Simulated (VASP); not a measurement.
Input of a VASP 6.6.1 run:

POSCAR

```
CdSe
1.0
    0.0000000000      3.0971537713      3.0971537713
    3.0971537713      0.0000000000      3.0971537713
    3.0971537713      3.0971537713      0.0000000000
Cd Se
1 1
Direct
    0.0000000000      0.0000000000      0.0000000000
    0.7500000000      0.7500000000      0.7500000000
```

File INCAR.step1:

```
SYSTEM = CdSe
ALGO     = Normal         ! electronic algorithm
EDIFF    = 1E-4           ! SCF threshold, eV
ENCUT    = 520            ! plane-wave cutoff, eV
GGA      = PE             ! functional
ISMEAR   = 0              ! smearing method
LASPH    = .TRUE.         ! aspherical terms in the spheres
LCHARG   = .FALSE.        ! write CHGCAR
LREAL    = .FALSE.        ! projectors in reciprocal space
LWAVE    = .TRUE.         ! write WAVECAR
NBANDS   = 16             ! bands
NELM     = 60             ! most SCF steps
PREC     = Accurate       ! precision mode
SIGMA    = 0.02           ! smearing width, eV
```

File INCAR.step2:

```
SYSTEM = CdSe
ALGO     = Normal         ! electronic algorithm
EDIFF    = 1E-7           ! SCF threshold, eV
ENCUT    = 520            ! plane-wave cutoff, eV
ISIF     = 2              ! what is computed and relaxed
ISMEAR   = 0              ! smearing method
ISTART   = 1            
LASPH    = .TRUE.         ! aspherical terms in the spheres
LCHARG   = .FALSE.        ! write CHGCAR
LMIXTAU  = .TRUE.       
LREAL    = .FALSE.        ! projectors in reciprocal space
LWAVE    = .FALSE.        ! write WAVECAR
METAGGA  = R2SCAN         ! meta-GGA
NBANDS   = 16             ! bands
NELM     = 60             ! most SCF steps
PREC     = Accurate       ! precision mode
SIGMA    = 0.02           ! smearing width, eV
```

Contents of KPOINTS:

```
k-points
0
G
  8 8 8
  0 0 0
```

Potentials or basis: VASP PAW PBE potentials, release 64 (Cd, Se).

Run with:

```sh
$ cat potpaw_PBE.64/Cd/POTCAR potpaw_PBE.64/Se/POTCAR > POTCAR
$ cp INCAR.step1 INCAR
$ mpirun -np 1 vasp_std > vasp.out
$ cp INCAR.step2 INCAR
$ mpirun -np 1 vasp_std > vasp.out
```

Task: Estimate the band gap on the k mesh.

Result: 0.96 eV, direct.

Task: What does it give for the pressure?

Result: -1.2 GPa.

Caveat: the PAW data sets were made with another functional, which shifts forces and pressure a little.
